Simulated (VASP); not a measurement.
Crystal: Si.

```
Si
1.0
     2.76918    0.00000    0.00000
    -1.38459    2.39818    0.00000
     0.00000    0.00000    9.04413
Si
4
Direct
  0.00000 0.00000 0.00000
  0.00000 0.00000 0.50000
  0.33333 0.66667 0.25000
  0.66667 0.33333 0.75000
```

This isn't the form of Si at room conditions, which is diamond.

* Program: VASP 6.6.1
* Task: relaxation of cell and atoms
* Functional: PBEsol
* Potentials or basis: VASP PAW PBE potentials, release 64 (Si)
* Cutoff: 600 eV
* k mesh: 13 × 13 × 4
* Occupations: fermi-dirac, width 0.1 eV
* Spin: no spin polarisation

At the start: pressure -5.4 GPa; volume 15.02 Å³/atom.

Problem. Where does the relaxation end?

Solution. Over 6 steps the energy falls by 17.9 meV/atom and the volume is 14.07 Å³/atom (-6.3 %); space group P6_3/mmc (No. 194, to 0.1 Å) before and after.

Step by step:
```csv
step,energy change (eV),largest force (eV/Å),pressure (GPa),volume (Å³)
1,0.0000,0.0000,-5.40,60.06
2,-0.0692,0.0000,0.77,55.77
3,-0.0701,0.0000,0.07,56.18
4,-0.0701,0.0000,-0.05,56.25
5,-0.0712,0.0000,-0.06,56.26
6,-0.0716,0.0000,-0.06,56.26
```

Final structure:
```xyz
4
Lattice="2.6963 0.0000 0.0000 -1.3481 2.3350 0.0000 0.0000 0.0000 8.9363" Properties=species:S:1:pos:R:3 pbc="T T T"
Si    0.0000    0.0000    0.0000
Si    0.0000    0.0000    4.4682
Si    0.0000    1.5567    2.2341
Si    1.3481    0.7783    6.7023
```

Caveat: the highest band is partly filled, so the run has too few bands; the PAW data sets were made with another functional, which shifts forces and pressure a little.
